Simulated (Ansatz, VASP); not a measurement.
## LaHg: VASP beside Ansatz

File INCAR:

```
PREC = Accurate
ENCUT = 520
EDIFF = 1E-8
ISMEAR = -1
SIGMA = 0.08
LREAL = False
LASPH = True
NELM = 60
ALGO = Normal
ISIF = 2
LWAVE = False
LCHARG = False
GGA = CA
LEFG = True
NBANDS = 18
```

Contents of KPOINTS:

```
Automatic mesh
0
Gamma
  11 11 11
```

POSCAR

```
LaHg
1.0
    3.8112475462      0.0000000000      0.0000000000
    0.0000000000      3.8112475462      0.0000000000
    0.0000000000      0.0000000000      3.8112475462
La Hg
1 1
Direct
    0.5000000000      0.5000000000      0.5000000000
    0.0000000000      0.0000000000      0.0000000000
```

Input for Ansatz:

```yaml
crystal:
  lattice:
    - [3.8112475462, 0.0, 0.0]
    - [0.0, 3.8112475462, 0.0]
    - [0.0, 0.0, 3.8112475462]
  atoms:
    - { symbol: La, position: [0.5, 0.5, 0.5] }
    - { symbol: Hg, position: [0.0, 0.0, 0.0] }
kpoints:
  mp_grid: { grid: [11, 11, 11] }
scf:
  occupations: { method: fermi_dirac, width: 0.08 }
hamiltonian:
  xc: lda
  pseudopotentials: { kind: paw }
output:
  forces: true
  stress: true
  eigenvalues: true
  efg: { contact_densities: true }
```

Change from the starting cell: volume scaled by 0.98, PAW files.

Alike in both runs: task electric field gradients; functional LDA; k mesh 11 × 11 × 11; occupations fermi-dirac, width 0.08 eV; no spin polarisation.

|  | VASP | Ansatz |
| --- | --- | --- |
| version | VASP 6.6.1 | Ansatz 0.2.0 |
| potentials or method | VASP PAW LDA potentials, release 64 (La, Hg) | PAW with Ansatz's default frozen-core files, scalar-relativistic |
| plane-wave cutoff (eV) | 520 | 420 |
| valence electrons in the cell | 23 | 31 |

VASP gave:

```
pressure (GPa) : -0.5
```

Estimate Ansatz's values.

pressure (GPa): -0.7.

LDA's correlation is that of Perdew and Zunger in VASP and of Perdew and Wang (1992) in Ansatz. VASP's potentials hold 23 valence electrons a cell and Ansatz's 31, so a difference there can come from the potentials and not from the codes.

Neither program's run includes spin-orbit coupling.
